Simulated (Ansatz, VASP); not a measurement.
## One calculation of LiF, two programs

POSCAR

```
LiF
1.0
    3.0810126371      0.0000000000      0.0000000000
   -1.5405063186      2.6682352131      0.0000000000
    0.0000000000      0.0000000000      4.7853429675
Li F
2 2
Direct
    0.3333333333      0.6666666667     -0.0074305300
    0.6666666667      0.3333333333      0.4925694700
    0.3333333333      0.6666666667      0.3824305300
    0.6666666667      0.3333333333      0.8824305300
```

Contents of INCAR.step1:

```
  PREC = Accurate
  ENCUT = 520
  ISMEAR = 0
  SIGMA = 0.01
  LREAL = F
  LASPH = T
  NELM = 80
  NBANDS = 18
  GGA = PE
  ALGO = Normal
  EDIFF = 1E-4
  LWAVE = T
  LCHARG = F
```

The input INCAR.step2:

```
  PREC = Accurate
  ENCUT = 520
  EDIFF = 1E-6
  ISMEAR = 0
  SIGMA = 0.01
  LREAL = F
  LASPH = T
  NELM = 80
  ALGO = Normal
  ISIF = 2
  LWAVE = F
  LCHARG = F
  METAGGA = R2SCAN
  LMIXTAU = T
  NBANDS = 18
  ISTART = 1
```

Contents of KPOINTS:

```
regular mesh
0
Gamma
  6 6 4
```

Input for Ansatz:

```yaml
crystal:
  lattice:
    - [3.0810126371, 0.0, 0.0]
    - [-1.5405063186, 2.6682352131, 0.0]
    - [0.0, 0.0, 4.7853429675]
  atoms:
    - { symbol: Li, position: [0.3333333333, 0.6666666667, -0.00743053] }
    - { symbol: Li, position: [0.6666666667, 0.3333333333, 0.49256947] }
    - { symbol: F, position: [0.3333333333, 0.6666666667, 0.38243053] }
    - { symbol: F, position: [0.6666666667, 0.3333333333, 0.88243053] }
kpoints:
  mp_grid: { grid: [6, 6, 4] }
hamiltonian:
  xc: r2scan
  pseudopotentials: { kind: nc }
scf:
  occupations: { method: fixed }
  n_extra_bands: 5
output:
  forces: true
  stress: true
  eigenvalues: true
```

Alike in both runs: task single point; functional r2SCAN; k mesh 6 × 6 × 4; no spin polarisation.

|  | VASP | Ansatz |
| --- | --- | --- |
| version | VASP 6.6.1 | Ansatz 0.2.0 |
| potentials or method | VASP PAW PBE potentials, release 64 (Li_sv, F) | plane waves |
| plane-wave cutoff (eV) | 520 | 1250 |
| occupations | gaussian, width 0.01 eV | fixed |
| valence electrons in the cell | 20 | 20 |

```csv
,VASP,Ansatz,Ansatz less VASP
gap on the k mesh at the Fermi level (eV),8.68,8.62,-0.060
```

VASP's potentials were made for PBE, not for r2SCAN.

Noted on VASP's run: the cutoff is short for stress, so the pressure is rough.
